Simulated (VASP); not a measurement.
Wanted: the native input for a VASP 6.6.1 run.

```
Task                   : single point
Functional             : PBEsol
Potentials or basis    : VASP PAW PBE potentials, release 64 (Ag)
Cutoff                 : 520 eV
k mesh                 : 10 × 10 × 10
Occupations            : fermi-dirac, width 0.1 eV
Spin                   : no spin polarisation
Dipole correction      : no
Further INCAR settings : ALGO = Normal; EDIFF = 1e-06; NBANDS = 18
```

The structure of Ag lies in POSCAR:

```
Ag
1.0
    0.0000000000      3.1343051720      3.1343051720
    3.1343051720      0.0000000000      3.1343051720
    3.1343051720      3.1343051720      0.0000000000
Ag
2
Direct
    0.1250000000      0.1250000000      0.1250000000
    0.8750000000      0.8750000000      0.8750000000
```

This cell differs from its parent crystal: volume scaled by 1.12.

One way to write it, as run:

INCAR

```
PREC = Accurate
ENCUT = 520
EDIFF = 1E-6
ISMEAR = -1
SIGMA = 0.1
LREAL = False
LASPH = True
NELM = 80
ALGO = Normal
ISIF = 2
LWAVE = False
LCHARG = False
GGA = PS
NBANDS = 18
```

KPOINTS

```
Automatic mesh
0
Gamma
  10 10 10
```

Potentials or basis: VASP PAW PBE potentials, release 64 (Ag).

Command:

```console
$ cat potpaw_PBE.64/Ag/POTCAR > POTCAR
$ mpirun -np 1 vasp_std > vasp.out
```

Results of the run:

```json
{
 "Pressure": "-3.5 GPa",
 "Band gap on the k mesh": "zero (band 11 reaches 2.61 eV, above the bottom of band 12 at 1.73 eV)"
}
```

Caveat: the PAW data sets were made with another functional, which shifts forces and pressure a little.

Wall time 55 s on 1 thread of Intel Xeon 8259CL, with other jobs on the host, peak memory 0.22 GiB.
